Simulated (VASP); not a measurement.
Wanted: the native input for a VASP 6.6.1 run.

| Property | Result |
| --- | --- |
| Task | single point |
| Functional | PBEsol |
| Potentials or basis | VASP PAW PBE potentials, release 64 (Ti_sv, N) |
| Cutoff | 600 eV |
| k mesh | 12 × 12 × 12 |
| Occupations | methfessel-paxton, width 0.15 eV |
| Spin | no spin polarisation |
| Dipole correction | no |
| Further INCAR settings | ALGO = Normal; EDIFF = 1e-06; NBANDS = 16 |

The structure of TiN (Osbornite) lies in POSCAR:

```
TiN
1.0
    0.0000000000      2.1190000000      2.1190000000
    2.1190000000      0.0000000000      2.1190000000
    2.1190000000      2.1190000000      0.0000000000
Ti N
1 1
Direct
    0.0000000000      0.0000000000      0.0000000000
    0.5000000000      0.5000000000      0.5000000000
```

These files were run (other wordings do the same):

INCAR

```
  PREC = Accurate
  ENCUT = 600
  EDIFF = 1E-6
  ISMEAR = 1
  SIGMA = 0.15
  LREAL = F
  LASPH = T
  NELM = 120
  ALGO = Normal
  ISIF = 2
  LWAVE = F
  LCHARG = F
  GGA = PS
  NBANDS = 16
  GGA_COMPAT = F
```

KPOINTS

```
Automatic mesh
0
Gamma
  12 12 12
```

Potentials or basis: VASP PAW PBE potentials, release 64 (Ti_sv, N).

The run is started by

```console
$ cat potpaw_PBE.64/Ti_sv/POTCAR potpaw_PBE.64/N/POTCAR > POTCAR
$ mpirun -np 1 vasp_std > vasp.out
```

It gave:

The pressure is -6.6 GPa.

Caveat: the PAW data sets were made with another functional, which shifts forces and pressure a little.

Wall time 11 s on 1 thread of Intel(R) Xeon(R) 6975P-C (Granite Rapids), on a shared host, peak memory 0.15 GiB.
